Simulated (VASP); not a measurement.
Write the native input for VASP 6.6.1 that does the following.

* Task: single point
* Functional: PBEsol
* Potentials or basis: VASP PAW PBE potentials, release 64 (Re)
* Cutoff: 520 eV
* k mesh: 20 × 20 × 20
* Occupations: gaussian, width 0.15 eV
* Spin: no spin polarisation
* Dipole correction: no
* Further INCAR settings: ALGO = Fast; EDIFF = 1e-06; NBANDS = 10

The structure of Re lies in POSCAR:

```
Re
1.0
    0.0740625000      1.9750000000      1.9750000000
    1.9750000000      0.0740625000      1.9750000000
    2.0490625000      2.0490625000      0.0000000000
Re
1
Direct
    0.0000000000      0.0000000000      0.0000000000
```

This cell differs from its parent crystal: strain +0.0750 x Voigt [0, 0, 0, 0, 0, 1].

The input as run:

INCAR

```
SYSTEM = Re
PREC     = Accurate       ! precision mode
ENCUT    = 520            ! plane-wave cutoff, eV
EDIFF    = 1E-6           ! SCF threshold, eV
ISMEAR   = 0              ! smearing method
SIGMA    = 0.15           ! smearing width, eV
LREAL    = .False.        ! projectors in reciprocal space
LASPH    = .True.         ! aspherical terms in the spheres
NELM     = 80             ! most SCF steps
ALGO     = Fast           ! electronic algorithm
ISIF     = 2              ! what is computed and relaxed
LWAVE    = .False.        ! write WAVECAR
LCHARG   = .False.        ! write CHGCAR
GGA      = PS             ! functional
NBANDS   = 10             ! bands
```

KPOINTS

```
regular mesh
0
Gamma
  20 20 20
  0 0 0
```

Potentials or basis: VASP PAW PBE potentials, release 64 (Re).

Launch:

```console
$ cat potpaw_PBE.64/Re/POTCAR > POTCAR
$ mpirun -np 1 vasp_std > vasp.out
```

It gave:

| Item | Value |
| --- | --- |
| Pressure | -17.0 GPa |
| Band gap on the k mesh | zero (an odd number of electrons rules out a gap without spin polarisation) |

Caveat: the cell differs from its parent crystal (strain +0.0750 x Voigt [0, 0, 0, 0, 0, 1]); the cell stands under tension; the PAW data sets were made with another functional, which shifts forces and pressure a little; spin-orbit coupling is left out, which moves the levels of the heavy elements.

Wall time 69 s on 1 thread of Intel(R) Xeon(R) 6975P-C (Granite Rapids), on a shared host, peak memory 0.3 GiB.
